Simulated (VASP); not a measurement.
Write the native input for VASP 6.6.1 that does the following.

```
Task                   : single point
Functional             : PBE
Potentials or basis    : VASP PAW PBE potentials, release 64 (Ba_sv, S)
Cutoff                 : 500 eV
k mesh                 : 8 × 8 × 8
Occupations            : gaussian, width 0.02 eV
Spin                   : no spin polarisation
Dipole correction      : no
Further INCAR settings : ALGO = Normal; EDIFF = 1e-06; NBANDS = 15
```

The structure of BaS (hm.bA) lies in POSCAR:

```
BaS
1.0
    0.0000000000      3.2146970790      3.2146970790
    3.2146970790      0.0000000000      3.2146970790
    3.2146970790      3.2146970790      0.0000000000
Ba S
1 1
Direct
    0.0000000000      0.0000000000      0.0000000000
    0.5000000000      0.5000000000      0.5000000000
```

The input as run:

INCAR

```
ALGO = Normal ; EDIFF = 1E-6
ENCUT = 500 ; GGA = PE
GGA_COMPAT = False ; ISIF = 2
ISMEAR = 0 ; LASPH = True
LCHARG = True ; LELF = True
LREAL = False ; LVHAR = True
LWAVE = False ; NBANDS = 15
NELM = 120 ; PREC = Accurate
SIGMA = 0.02
```

KPOINTS

```
k-points
0
Gamma
  8 8 8
```

Potentials or basis: VASP PAW PBE potentials, release 64 (Ba_sv, S).

Launch:

```bash
$ cat potpaw_PBE.64/Ba_sv/POTCAR potpaw_PBE.64/S/POTCAR > POTCAR
$ mpirun -np 1 vasp_std > vasp.out
```

Results of the run:

```yaml
Pressure: 0.5 GPa
Band_gap_on_the_k_mesh: 2.14 eV, indirect (least direct gap 2.29 eV)
```

Caveat: spin-orbit coupling is left out, which moves the levels of the heavy elements.

Run time: 64 s on 1 thread of Intel Xeon 8259CL, on a shared host, peak memory 0.21 GiB.
